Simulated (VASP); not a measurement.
Set up this calculation in VASP 6.6.1, as the native input.

* Task: single point
* Functional: PBE
* Potentials or basis: VASP PAW PBE potentials, release 64 (Mg, O)
* Cutoff: 600 eV
* k mesh: 8 × 8 × 8
* Occupations: gaussian, width 0.02 eV
* Spin: no spin polarisation
* Dipole correction: no
* Further INCAR settings: ALGO = Normal; EDIFF = 1e-06; NBANDS = 11

The structure of MgO lies in POSCAR:

```
MgO
1.0
    0.0000000000      2.3063300250      2.3063300250
    2.3063300250      0.0000000000      2.3063300250
    2.3063300250      2.3063300250      0.0000000000
Mg O
1 1
Direct
    0.0000000000      0.0000000000      0.0000000000
    0.2500000000      0.2500000000      0.2500000000
```

These files were run (other wordings do the same):

INCAR

```
SYSTEM = MgO
  ALGO = Normal
  EDIFF = 1E-6
  ENCUT = 600
  GGA = PE
  GGA_COMPAT = .FALSE.
  ISIF = 2
  ISMEAR = 0
  LASPH = .TRUE.
  LCHARG = .FALSE.
  LREAL = .FALSE.
  LWAVE = .FALSE.
  NBANDS = 11
  NELM = 120
  PREC = Accurate
  SIGMA = 0.02
```

KPOINTS

```
k-points
0
G
  8 8 8
  0 0 0
```

Potentials or basis: VASP PAW PBE potentials, release 64 (Mg, O).

Run with:

```console
$ cat potpaw_PBE.64/Mg/POTCAR potpaw_PBE.64/O/POTCAR > POTCAR
$ mpirun -np 1 vasp_std > vasp.out
```

It gave:

The pressure is -0.6 GPa and the band gap on the k mesh is 3.47 eV.

It took 18 s on 1 thread of Intel(R) Xeon(R) Platinum 8375C CPU @ 2.90GHz (Ice Lake), with other jobs on the host, peak memory 0.16 GiB.
